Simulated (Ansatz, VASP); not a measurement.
# KF: VASP beside Ansatz

```xyz
2
Lattice="0.0000 2.7109 2.7109 2.7109 0.0000 2.7109 2.7109 2.7109 0.0000" Properties=species:S:1:pos:R:3 pbc="T T T"
K     0.0000    0.0000    0.0000
F     2.7109    2.7109    2.7109
```

Alike in both runs: task single point; functional r2SCAN; k mesh 8 × 8 × 8; occupations gaussian, width 0.02 eV; no spin polarisation.

```csv
,VASP,Ansatz
version,VASP 6.6.1,Ansatz 0.2.0
potentials or method,"VASP PAW PBE potentials, release 64 (K_sv, F), cutoff 520 eV","scalar-relativistic, plane waves, PAW"
valence electrons in the cell,16,16
```

```tsv
	VASP	Ansatz	Ansatz less VASP
gap on the k mesh at the Fermi level (eV)	6.60	6.60	+0.001
least direct gap on the mesh (eV)	6.60	6.60	+0.001
pressure (GPa)	-1.8	-1.8	+0.05
```

VASP's potentials were made for PBE, not for r2SCAN.
